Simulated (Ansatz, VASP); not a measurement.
Two plane-wave programs on SnO2

```
Sn O
1.0
     4.82719    0.00000    0.00000
     0.00000    4.82719    0.00000
     0.00000    0.00000    3.23815
Sn O
2 4
Cartesian
  2.4136 2.4136 1.6191
  0.0000 0.0000 0.0000
  0.9337 3.8935 1.6191
  3.8935 0.9337 1.6191
  1.4799 1.4799 0.0000
  3.3473 3.3473 0.0000
```

Alike in both runs: functional PBE; k mesh 6 × 6 × 8; occupations gaussian, width 0.02 eV; no spin polarisation.

Ansatz relaxed the structure, and its values are those at the end. VASP's run is a single point on that final structure, the one shown.

```csv
,VASP,Ansatz
version,VASP 6.6.1,Ansatz 0.2.0
potentials or method,"VASP PAW PBE potentials, release 64 (Sn_d, O), cutoff 520 eV","scalar-relativistic, plane waves, PAW"
valence electrons in the cell,52,52
```

VASP gave:

| Property | Result |
| --- | --- |
| gap on the k mesh at the Fermi level (eV) | 0.67 |
| least direct gap on the mesh (eV) | 0.67 |
| pressure (GPa) | 0.6 |
| rms of the force components (eV/Å) | 0.008 |

Problem. What did Ansatz give for the same quantities?

Solution. gap on the k mesh at the Fermi level (eV): 0.68; least direct gap on the mesh (eV): 0.68; pressure (GPa): 0.0; rms of the force components (eV/Å): 0.000.
